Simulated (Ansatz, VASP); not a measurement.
**One calculation of Ti, two programs**

Contents of POSCAR:

```
Ti
1.0
   -1.5446001272      1.5446001272      1.6665422425
    1.5446001272     -1.5446001272      1.6665422425
    1.5446001272      1.5446001272     -1.6665422425
Ti
1
Direct
    0.0000000000      0.0000000000      0.0000000000
```

INCAR.step1

```
SYSTEM = Ti
ALGO     = Normal         ! electronic algorithm
EDIFF    = 1E-4           ! SCF threshold, eV
ENCUT    = 520            ! plane-wave cutoff, eV
GGA      = PE             ! functional
ISMEAR   = 0              ! smearing method
LASPH    = .TRUE.         ! aspherical terms in the spheres
LCHARG   = .FALSE.        ! write CHGCAR
LREAL    = .FALSE.        ! projectors in reciprocal space
LWAVE    = .TRUE.         ! write WAVECAR
NBANDS   = 12             ! bands
NELM     = 100            ! most SCF steps
PREC     = Accurate       ! precision mode
SIGMA    = 0.15           ! smearing width, eV
```

File INCAR.step2:

```
SYSTEM = Ti
ALGO     = Normal         ! electronic algorithm
EDIFF    = 1E-7           ! SCF threshold, eV
ENCUT    = 520            ! plane-wave cutoff, eV
ISIF     = 2              ! what is computed and relaxed
ISMEAR   = 0              ! smearing method
ISTART   = 1            
LASPH    = .TRUE.         ! aspherical terms in the spheres
LCHARG   = .TRUE.         ! write CHGCAR
LELF     = .TRUE.         ! ELF
LMIXTAU  = .TRUE.       
LREAL    = .FALSE.        ! projectors in reciprocal space
LVHAR    = .TRUE.       
LWAVE    = .FALSE.        ! write WAVECAR
METAGGA  = R2SCAN         ! meta-GGA
NBANDS   = 12             ! bands
NELM     = 100            ! most SCF steps
PREC     = Accurate       ! precision mode
SIGMA    = 0.15           ! smearing width, eV
```

The input KPOINTS:

```
k-points
0
G
  26 26 26
  0 0 0
```

Input for Ansatz:

```yaml
crystal:
  lattice:
    - [-1.5446001272, 1.5446001272, 1.6665422425]
    - [1.5446001272, -1.5446001272, 1.6665422425]
    - [1.5446001272, 1.5446001272, -1.6665422425]
  atoms:
    - { symbol: Ti, position: [0.0, 0.0, 0.0] }
basis:
  ecutwfc: 500
kpoints:
  mp_grid: { grid: [26, 26, 26] }
hamiltonian:
  xc: r2scan
scf:
  occupations: { method: gaussian, width: 0.15 }
output:
  forces: true
  stress: true
  eigenvalues: true
```

Change from the starting cell: strain -0.050 along x and y, +0.025 along z, atoms carried along.

Alike in both runs: task single point; functional r2SCAN; k mesh 26 × 26 × 26; occupations gaussian, width 0.15 eV; no spin polarisation.

```csv
,VASP,Ansatz
version,VASP 6.6.1,Ansatz 0.2.0
potentials or method,"VASP PAW PBE potentials, release 64 (Ti_sv), cutoff 520 eV","scalar-relativistic, plane waves, PAW"
valence electrons in the cell,12,12
```

Ansatz gave:

```
gap on the k mesh at the Fermi level (eV)                     : none
pressure (GPa)                                                : 10.2
traceless stress, the component that is largest in VASP (GPa) : 1.29
```

**Question.** What did VASP give for the same quantities?

**Answer.** gap on the k mesh at the Fermi level (eV): none; pressure (GPa): 10.7; traceless stress, the component that is largest in VASP (GPa): 1.31.

VASP's potentials were made for PBE, not for r2SCAN. A gap of «none» marks a metal or a gap that the smearing closes.
